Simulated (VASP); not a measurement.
Write the native input for VASP 6.6.1 that does the following.

```
Task                   : single point
Functional             : LDA
Potentials or basis    : VASP PAW LDA potentials, release 64 (Co, O)
Cutoff                 : 520 eV
k mesh                 : 11 × 11 × 11
Occupations            : fermi-dirac, width 0.05 eV
Spin                   : collinear spin, ferromagnetic start
Starting moments       : [2.0, 0.0] μB
Dipole correction      : no
Further INCAR settings : ALGO = Normal; EDIFF = 1e-06; NBANDS = 18
```

The structure of CoO lies in POSCAR:

```
CoO
1.0
    0.0000000000      2.1026924146      2.1026924146
    2.1026924146      0.0000000000      2.1026924146
    2.1026924146      2.1026924146      0.0000000000
Co O
1 1
Direct
    0.0000000000      0.0000000000      0.0000000000
    0.5000000000      0.5000000000      0.5000000000
```

This cell differs from its parent crystal: volume scaled by 0.96.

One way to write it, as run:

INCAR

```
SYSTEM = CoO
ALGO     = Normal         ! electronic algorithm
EDIFF    = 1E-6           ! SCF threshold, eV
ENCUT    = 520            ! plane-wave cutoff, eV
GGA      = CA             ! functional
ISIF     = 2              ! what is computed and relaxed
ISMEAR   = -1             ! smearing method
ISPIN    = 2              ! spin polarisation
LASPH    = .TRUE.         ! aspherical terms in the spheres
LCHARG   = .TRUE.         ! write CHGCAR
LELF     = .TRUE.         ! ELF
LMAXMIX  = 4              ! l up to which the mixer works
LORBIT   = 11             ! projections on sites
LREAL    = .FALSE.        ! projectors in reciprocal space
LVHAR    = .TRUE.       
LWAVE    = .FALSE.        ! write WAVECAR
MAGMOM   = 2 0            ! initial moments
NBANDS   = 18             ! bands
NELM     = 150            ! most SCF steps
PREC     = Accurate       ! precision mode
SIGMA    = 0.05           ! smearing width, eV
```

KPOINTS

```
k-points
0
G
  11 11 11
  0 0 0
```

Potentials or basis: VASP PAW LDA potentials, release 64 (Co, O).

Command:

```console
$ cat potpaw_LDA.64/Co/POTCAR potpaw_LDA.64/O/POTCAR > POTCAR
$ mpirun -np 1 vasp_std > vasp.out
```

It gave:

```json
{"Pressure": "-17.2 GPa", "Net moment": "2.44 μB per cell", "Site moments": "Co +2.17; O +0.23 μB", "Valence electrons inside the program's atomic spheres": "Co 7.92; O 4.93"}
```

Caveat: a cell with one magnetic atom can't hold antiferromagnetic order, which such compounds often take.

It took 25 s on 1 thread of Intel(R) Xeon(R) Platinum 8488C (Sapphire Rapids) (shared host), peak memory 0.15 GiB.
